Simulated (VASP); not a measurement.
# CaF2 (Fm-3m) in VASP: single point with PBEsol

Aim: the single point of CaF2 with PBEsol.

Program: VASP 6.6.1. These are calculated values, not measurements. Logs are shortened: lines on timing, memory, paths and dates and some standing lists are left out, and cuts for length are marked.

**1. The cell of the first run**

Symmetry: Fm-3m, No. 225, cubic system. Conventional cell: a = 5.462 Å, b = 5.462 Å, c = 5.462 Å, α = 90.00°, β = 90.00°, γ = 90.00°. Ca (site symmetry m-3m) has 8 F at 2.37 Å within 3.1 Å. F (site symmetry -43m) has 4 Ca at 2.37 Å and 6 F at 2.73 Å within 3.1 Å.

**2. Single point, PBEsol**

INCAR

```
SYSTEM = CaF2
ALGO     = Normal         ! electronic algorithm
EDIFF    = 1E-6           ! SCF threshold, eV
ENCUT    = 600            ! plane-wave cutoff, eV
GGA      = PS             ! functional
GGA_COMPAT= .False.      
ISIF     = 2              ! what is computed and relaxed
ISMEAR   = 1              ! smearing method
LASPH    = .True.         ! aspherical terms in the spheres
LCHARG   = .False.        ! write CHGCAR
LREAL    = .False.        ! projectors in reciprocal space
LWAVE    = .False.        ! write WAVECAR
NBANDS   = 33             ! bands
NELM     = 120            ! most SCF steps
PREC     = Accurate       ! precision mode
SIGMA    = 0.1            ! smearing width, eV
```

KPOINTS

```
k-points
0
Gamma
  4 4 4
  0 0 0
```

POSCAR

```
CaF2
1.0
    0.0000000000      2.7310000000      2.7310000000
    2.7310000000      0.0000000000      2.7310000000
    5.4620000000      5.4620000000      0.0000000000
Ca F
2 4
Direct
    0.0000000000      0.0000000000      0.0000000000
    0.0000000000      0.0000000000      0.5000000000
    0.2500000000      0.2500000000      0.1250000000
    0.7500000000      0.7500000000      0.3750000000
    0.2500000000      0.2500000000      0.6250000000
    0.7500000000      0.7500000000      0.8750000000
```

Potentials or basis: VASP PAW PBE potentials, release 64 (Ca_sv, F).

Launch:

```console
$ cat potpaw_PBE.64/Ca_sv/POTCAR potpaw_PBE.64/F/POTCAR > POTCAR
$ mpirun -np 1 vasp_std > vasp.out
```

OUTCAR:

```text
SYSTEM = CaF2
   EDIFF = 1E-6
   ENCUT = 600
   GGA = PS
   ISIF = 2
   ISMEAR = 1
   LASPH = .True.
   LREAL = .False.
   NELM = 120
   PREC = Accurate

 ion  position               nearest neighbor table
   1  0.000  0.000  0.000-   6 2.37   6 2.37   3 2.37   4 2.37   5 2.37   6 2.37   3 2.37   3 2.37

   2  0.000  0.000  0.500-   4 2.37   4 2.37   3 2.37   4 2.37   5 2.37   6 2.37   5 2.37   5 2.37

   3  0.250  0.250  0.125-   1 2.37   1 2.37   1 2.37   2 2.37
   4  0.750  0.750  0.375-   1 2.37   2 2.37   2 2.37   2 2.37
   5  0.250  0.250  0.625-   2 2.37   2 2.37   1 2.37   2 2.37
   6  0.750  0.750  0.875-   1 2.37   2 2.37   1 2.37   1 2.37

  LATTYP: Found a trigonal (rhomboedric) cell.
 ALAT       =     6.6895564875
 COS(alpha) =     0.8333333333

  Lattice vectors:

 A1 = (   5.4620000000,   2.7310000000,  -2.7310000000)
 A2 = (   2.7310000000,   2.7310000000,  -5.4620000000)
 A3 = (   2.7310000000,   5.4620000000,  -2.7310000000)

Analysis of symmetry for initial positions (statically):
=====================================================================
 Subroutine PRICEL returns following result:

  LATTYP: Found a face centered cubic cell.
 ALAT       =     5.4620000000

  Lattice vectors:

 A1 = (   0.0000000000,   2.7310000000,   2.7310000000)
 A2 = (   2.7310000000,   0.0000000000,   2.7310000000)
 A3 = (   2.7310000000,   2.7310000000,   0.0000000000)

   2 primitive cells build up your supercell.

 Routine SETGRP: Setting up the symmetry group for a
 trigonal (rhombohedral) supercell.

 Subroutine GETGRP returns: Found 12 space group operations
 (whereof 12 operations were pure point group operations)
 out of a pool of 12 trial point group operations.

The static configuration has the point symmetry D_3d.

Analysis of symmetry for dynamics (positions and initial velocities):
=====================================================================
 Subroutine PRICEL returns following result:

  LATTYP: Found a face centered cubic cell.
 ALAT       =     5.4620000000

  Lattice vectors:

 A1 = (   0.0000000000,   2.7310000000,   2.7310000000)
 A2 = (   2.7310000000,   0.0000000000,   2.7310000000)
[... 97 lines left out ...]
   LSORBIT =      F    spin-orbit coupling
   LASPH  =      T    aspherical Exc in radial PAW
   ENCUT  =  600.0 eV  44.10 Ry    6.64 a.u.   7.71  7.71 15.43*2*pi/ulx,y,z
   NELM   =    120;   NELMIN=  2; NELMDL= -5     # of ELM steps
   EDIFF  = 0.1E-05   stopping-criterion for ELM
   LREAL  =      F    real-space projection
   EDIFFG = 0.1E-04   stopping-criterion for IOM
   NSW    =      0    number of steps for IOM
   IBRION =     -1    ionic relax: 0-MD 1-quasi-New 2-CG
   NFREE  =      0    steps in history (QN), initial steepest desc. (CG)
   ISIF   =      2    stress and relaxation
   ISYM   =      2    0-nonsym 1-usesym 2-fastsym
   POTIM  = 0.5000    time-step for ionic-motion
   TEBEG  =    0.0;   TEEND  =   0.0 temperature during run
   PSTRESS=    0.0 pullay stress
   NELECT =      48.0000    total number of electrons
   NUPDOWN=      -1.0000    fix difference up-down
   EMIN   =  10.00;   EMAX   =-10.00  energy-range for DOS
   EFERMI =   0.00;   METHOD = LEGACY
   ISMEAR =     1;   SIGMA  =   0.10  broadening in eV -4-tet -1-fermi 0-gaus
   EFERMI_NEDOS =   21; number of points for ismear=-14 and -15
   IALGO  =     38    algorithm
   IMIX   =      4    mixing-type and parameters
     AMIX     =   0.40;   BMIX     =  1.00
     AMIX_MAG =   1.60;   BMIX_MAG =  1.00
  volume/ion in A,a.u.               =      13.58        91.64
  Fermi-wavevector in a.u.,A,eV,Ry     =   1.372398  2.593457 25.626266  1.883477
  Thomas-Fermi vector in A             =   2.498009
   LORBIT       =      0    0 simple, 1 ext, 2 COOP (PROOUT), +10 PAW based schemes
   GGA     = PS    functional components
   LHFCALC =     F    Hartree Fock is set to
   AEXX    =    0.0000 exact exchange contribution
   IVDW    =     0    specifies the selected vdW correction
   LEPSILON=     F    determine dielectric tensor
   LRPA    =     F    only Hartree local field effects (RPA)
 non-spin polarized calculation
 Methfessel and Paxton  Order N= 1 SIGMA  =   0.10
  energy-cutoff  :      600.00
  volume of cell :       81.48
 maximum number of plane-waves:      2743
 NGX is ok and might be reduce to    32
   NGX = 15   NGY = 15   NGZ = 31

 number of electron      47.9999978 magnetization

 Free energy of the ion-electron system (eV)
  ---------------------------------------------------
  ext. energy  EPLUGINS =         0.00000000
  ---------------------------------------------------
  free energy    TOTEN  =       -35.80455685 eV

  energy without entropy =      -35.80607988  energy(sigma->0) =      -35.80506453

 E-fermi :  -1.0296     XC(G=0):  -9.8972

 val. band max:       -1.0851242307   @ k =   0.5000   0.0000   0.0000
 cond. band min:       6.0090956863   @ k =   0.0000   0.0000   0.0000
 fundamental gap:      7.0942199170
 Fermi energy:        -1.0296151968

 k-point     1 :       0.0000    0.0000    0.0000
  band No.  band energies     occupation
      1     -36.8958      2.00000
      2     -36.8609      2.00000
      3     -21.0356      2.00000
      4     -20.9077      2.00000
      5     -20.5534      2.00000
      6     -20.1179      2.00000
[... 457 lines left out ...]
     32       9.2033      0.00000
     33       9.8110      0.00000

------------------------ aborting loop because EDIFF is reached ----------------------------------------

  FORCE on cell =-STRESS in cart. coord.  units (eV):
  Direction    XX          YY          ZZ          XY          YZ          ZX
  --------------------------------------------------------------------------------------
  -------------------------------------------------------------------------------------
  Total       -0.8596401     -0.8596401     -0.8596401     -0.0002570      0.0002570      0.0002570
  in kB      -16.9044924    -16.9044924    -16.9044924     -0.0050536      0.0050536      0.0050536
  external PRESSURE =     -16.9044924 kB  Pullay stress =       0.0000000 kB

 VOLUME and BASIS-vectors are now :
 -----------------------------------------------------------------------------
  energy-cutoff  :      600.00
  volume of cell :       81.48
      direct lattice vectors                 reciprocal lattice vectors
     0.000000000  2.731000000  2.731000000    -0.183083120  0.183083120  0.183083120
     2.731000000  0.000000000  2.731000000     0.183083120 -0.183083120  0.183083120
     5.462000000  5.462000000  0.000000000     0.091541560  0.091541560 -0.091541560

 POSITION                                       TOTAL-FORCE (eV/Angst)
 -----------------------------------------------------------------------------------
      0.00000      0.00000      0.00000        -0.000000      0.000000      0.000000
      2.73100      2.73100      0.00000        -0.000000      0.000000      0.000000
      1.36550      1.36550      1.36550         0.000058      0.000058     -0.000058
      4.09650      4.09650      4.09650        -0.000058     -0.000058      0.000058
      4.09650      4.09650      1.36550         0.000058      0.000058     -0.000058
      6.82750      6.82750      4.09650        -0.000058     -0.000058      0.000058
 -----------------------------------------------------------------------------------
    total drift:                                0.000000      0.000000      0.000000

  FREE ENERGIE OF THE ION-ELECTRON SYSTEM (eV)
  ---------------------------------------------------
  free  energy   TOTEN  =       -35.8045568486 eV

  energy  without entropy=      -35.8060798787  energy(sigma->0) =      -35.80506453
```

Wall time 94 s (1 thread of Intel Xeon 8259CL, shared host); peak memory 0.25 GiB.

Results:

```yaml
Free_energy: -35.8046 eV
Pressure: -1.7 GPa
Band_gap_on_the_k_mesh: 7.09 eV
```

Levels at points of the mesh, in eV from the valence-band top:
| k point | band 20 | band 21 | band 22 | band 23 | band 24 | band 25 | band 26 | band 27 | band 28 | band 29 |
| --- | --- | --- | --- | --- | --- | --- | --- | --- | --- | --- |
| (0.00, 0.00, 0.00) | -0.85 | -0.85 | -0.26 | -0.26 | -0.26 | 7.09 | 9.12 | 9.12 | 9.35 | 9.35 |
| (0.50, 0.00, 0.00) | -0.85 | -0.85 | -0.37 | -0.37 | 0.00 | 8.02 | 9.35 | 9.35 | 9.47 | 9.70 |
| (0.00, 0.00, 0.50) | -0.83 | -0.52 | -0.52 | -0.52 | -0.52 | 8.41 | 8.41 | 9.24 | 9.24 | 9.24 |
| (0.50, 0.00, 0.50) | -0.58 | -0.49 | -0.49 | -0.41 | -0.41 | 8.46 | 8.46 | 9.69 | 9.69 | 9.83 |

Caveat: the k points lie up to 0.48 Å⁻¹ apart; the PAW data sets were made with another functional, which shifts forces and pressure a little.
